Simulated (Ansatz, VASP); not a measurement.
# Two plane-wave programs on PbO

Contents of POSCAR:

```
PbO
1.0
    0.0000000000      2.6624763722      3.0209187181
    2.6624763722      0.0000000000      3.0209187181
    2.6624763722      2.6624763722      0.0000000000
Pb O
1 1
Direct
    0.0000000000      0.0000000000      0.0000000000
    0.2500000000      0.2500000000      0.2500000000
```

INCAR.step1

```
SYSTEM = PbO
ALGO = Normal ; EDIFF = 1E-4
ENCUT = 520 ; GGA = PE
ISMEAR = 0 ; LASPH = .TRUE.
LCHARG = .FALSE. ; LREAL = .FALSE.
LWAVE = .TRUE. ; NBANDS = 17
NELM = 100 ; PREC = Accurate
SIGMA = 0.01
```

Contents of INCAR.step2:

```
SYSTEM = PbO
ALGO = Normal ; EDIFF = 1E-7
ENCUT = 520 ; ISIF = 2
ISMEAR = 0 ; ISTART = 1
LASPH = .TRUE. ; LCHARG = .FALSE.
LMIXTAU = .TRUE. ; LREAL = .FALSE.
LWAVE = .FALSE. ; METAGGA = R2SCAN
NBANDS = 17 ; NELM = 100
PREC = Accurate ; SIGMA = 0.01
```

KPOINTS

```
k-points
0
G
  8 8 8
  0 0 0
```

Input for Ansatz:

```yaml
crystal:
  lattice:
    - [0.0, 2.6624763722, 3.0209187181]
    - [2.6624763722, 0.0, 3.0209187181]
    - [2.6624763722, 2.6624763722, 0.0]
  atoms:
    - { symbol: Pb, position: [0.0, 0.0, 0.0] }
    - { symbol: O, position: [0.25, 0.25, 0.25] }
kpoints:
  mp_grid: { grid: [8, 8, 8] }
  band_path:
    path:
      - [0.0, 0.0, 0.0]
      - [-0.5, -0.5, 0.0]
      - [-0.375, -0.375, 0.25]
      - [-0.375, 0.0, 0.375]
      - [0.0, 0.0, 0.5]
      - [-0.5, -0.25, 0.25]
    npoints: 1
hamiltonian:
  xc: r2scan
scf:
  occupations: { method: fixed }
  n_extra_bands: 4
output:
  forces: true
  stress: true
  eigenvalues: true
```

Change from the starting cell: epitaxial_xy strain -4.9%.

Alike in both runs: task single point; functional r2SCAN; k mesh 8 × 8 × 8; no spin polarisation.

|  | VASP | Ansatz |
| --- | --- | --- |
| version | VASP 6.6.1 | Ansatz 0.2.0 |
| potentials or method | VASP PAW PBE potentials, release 64 (Pb_d, O) | plane waves, PAW |
| plane-wave cutoff (eV) | 520 | 500 |
| occupations | gaussian, width 0.01 eV | fixed |
| valence electrons in the cell | 20 | 20 |

|  | VASP | Ansatz | Ansatz less VASP |
| --- | --- | --- | --- |
| gap on the k mesh at the Fermi level (eV) | 0.43 | 0.45 | +0.011 |
| pressure (GPa) | 1.3 | 1.0 | -0.31 |
| traceless stress, the component that is largest in VASP (GPa) | -0.90 | -0.97 | -0.074 |

VASP's potentials were made for PBE, not for r2SCAN.

Spin-orbit coupling is off throughout.
